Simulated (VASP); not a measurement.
Crystal: Al2O3.

```
CELL_PARAMETERS angstrom
3.01748 0.00000 0.00000
-1.50874 2.61322 0.00000
0.00000 0.00000 7.57464
ATOMIC_POSITIONS crystal
Al 0.00000 0.00000 0.27795
Al 0.00000 0.00000 0.72205
O 0.33333 0.66667 0.19945
O 0.66667 0.33333 0.80055
O 0.00000 0.00000 0.50000
```

* Program: VASP 6.6.1
* Task: relaxation of cell and atoms
* Functional: PBEsol
* Potentials or basis: VASP PAW PBE potentials, release 64 (Al, O)
* Cutoff: 600 eV
* k mesh: 12 × 12 × 4
* Occupations: gaussian, width 0.01 eV
* Spin: no spin polarisation

At the start: pressure -3.7 GPa; volume 11.95 Å³/atom.

Q: Where does the relaxation end?

A: Over 25 steps the energy falls by 3.7 meV/atom and the volume is 11.91 Å³/atom (-0.3 %); space group P-3m1 (No. 164, to 0.05 Å).

The path:
```csv
step,energy change (eV),largest force (eV/Å),pressure (GPa),volume (Å³)
1,0.0000,0.1896,-3.70,59.73
2,-0.0040,0.2141,3.61,57.38
3,-0.0166,0.0659,0.06,58.45
4,-0.0161,0.2624,-0.04,58.38
5,-0.0172,0.0714,0.01,58.43
6,-0.0175,0.0161,0.03,58.42
7,-0.0175,0.0188,0.03,58.42
8,-0.0176,0.0180,0.04,58.43
9,-0.0177,0.0171,0.05,58.48
10,-0.0179,0.0146,0.09,58.56
11,-0.0181,0.0422,0.16,58.73
12,-0.0182,0.0993,0.30,59.08
13,-0.0182,0.0991,0.36,59.08
14,-0.0183,0.0957,0.34,59.09
15,-0.0183,0.0902,0.33,59.11
16,-0.0184,0.0792,0.31,59.16
17,-0.0185,0.0574,0.27,59.24
18,-0.0186,0.0181,0.17,59.42
19,-0.0186,0.0223,0.17,59.47
20,-0.0186,0.0281,0.11,59.58
21,-0.0186,0.0249,0.14,59.51
22,-0.0186,0.0241,0.15,59.50
23,-0.0187,0.0211,0.13,59.51
24,-0.0187,0.0122,0.04,59.53
25,-0.0187,0.0063,-0.10,59.57
```

Final structure:
```
Al O
1.0
     2.98912    0.00000    0.00000
    -1.49456    2.58866    0.00000
     0.00000    0.00000    7.69803
Al O
2 3
Cartesian
  0.0000 0.0000 2.1754
  0.0000 0.0000 5.5227
  0.0000 1.7258 1.5819
  1.4946 0.8629 6.1162
  0.0000 0.0000 3.8490
```

Caveat: the PAW data sets were made with another functional, which shifts forces and pressure a little.
